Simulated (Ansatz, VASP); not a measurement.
**One calculation of ZnO, two programs**

File INCAR:

```
SYSTEM = ZnO
ALGO = Normal
EDIFF = 1E-6
ENCUT = 520
GGA = PE
ISIF = 2
ISMEAR = -1
LASPH = .True.
LCHARG = .False.
LREAL = .False.
LWAVE = .False.
NBANDS = 26
NELM = 80
PREC = Accurate
SIGMA = 0.05
```

The input KPOINTS:

```
k-points
0
Gamma
  13 13 7
  0 0 0
```

POSCAR

```
ZnO
1.0
    3.2124267058      0.0000000000      0.0000000000
   -1.6062133529      2.7820431350      0.0000000000
    0.0000000000      0.0000000000      5.1850792265
Zn O
2 2
Direct
    0.3333333333      0.6666666667     -0.0015281264
    0.6666666667      0.3333333333      0.4984718736
    0.3333333333      0.6666666667      0.3775281264
    0.6666666667      0.3333333333      0.8775281264
```

Input for Ansatz:

```yaml
crystal:
  lattice:
    - [3.2124267058, 0.0, 0.0]
    - [-1.6062133529, 2.782043135, 0.0]
    - [0.0, 0.0, 5.1850792265]
  atoms:
    - { symbol: Zn, position: [0.3333333333, 0.6666666667, -0.0015281264] }
    - { symbol: Zn, position: [0.6666666667, 0.3333333333, 0.4984718736] }
    - { symbol: O, position: [0.3333333333, 0.6666666667, 0.3775281264] }
    - { symbol: O, position: [0.6666666667, 0.3333333333, 0.8775281264] }
kpoints:
  mp_grid: { grid: [13, 13, 7] }
scf:
  occupations: { method: fermi_dirac, width: 0.05 }
hamiltonian:
  xc: pbe
  pseudopotentials: { kind: all_electron, lapw: { basis_error: 0.001 } }
output:
  forces: true
  stress: true
  eigenvalues: true
  populations: true
```

Change from the starting cell: volume scaled by 0.94, LAPW.

Alike in both runs: task single point; functional PBE; k mesh 13 × 13 × 7; occupations fermi-dirac, width 0.05 eV; no spin polarisation.

```csv
,VASP,Ansatz
version,VASP 6.6.1,Ansatz 0.2.0
potentials or method,"VASP PAW PBE potentials, release 64 (Zn, O), cutoff 520 eV","all-electron LAPW, scalar-relativistic"
```

|  | VASP | Ansatz | Ansatz less VASP |
| --- | --- | --- | --- |
| pressure (GPa) | 10.4 | 9.1 | -1.32 |
| traceless stress, the component that is largest in VASP (GPa) | -0.06 | -0.05 | +0.014 |

Ansatz ran all-electron here, and VASP with PAW potentials.
